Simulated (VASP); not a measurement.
W, 1 atom in the cell. The structure is cubic, space group Im-3m (No. 229). Conventional cell: a = 3.114 Å, b = 3.114 Å, c = 3.114 Å, α = 90.00°, β = 90.00°, γ = 90.00°. Within 3.6 Å of W (site symmetry m-3m) lie 14 W at 2.70 to 3.11 Å.  This cell differs from its parent crystal: volume scaled by 0.980.

```yaml
Program: VASP 6.6.1
Task: vibrations by perturbation theory
Functional: LDA
Potentials_or_basis: VASP PAW LDA potentials, release 64 (W_sv)
Cutoff: 520 eV
k_mesh: 24 × 24 × 24
Occupations: fermi-dirac, width 0.1 eV
Spin: no spin polarisation
Dipole_correction: no
Further_INCAR_settings: ALGO = Normal; EDIFF = 1e-08; NBANDS = 13; IBRION = 8; NSW = 1
```

Potentials or basis: VASP PAW LDA potentials, release 64 (W_sv).

Launch:

```sh
$ cat potpaw_LDA.64/W_sv/POTCAR > POTCAR
$ mpirun -np 1 vasp_std > vasp.out
```

Hardware: 1 thread of AMD EPYC 9R45 96-Core Processor (Zen 5), on a shared host.

Question: How long does it take, and how much memory?

Answer: Run time: 2.9 min on 1 thread of AMD EPYC 9R45 96-Core Processor (Zen 5) (shared host), peak memory 0.46 GiB. Counts: scf iterations 27, k points 413.
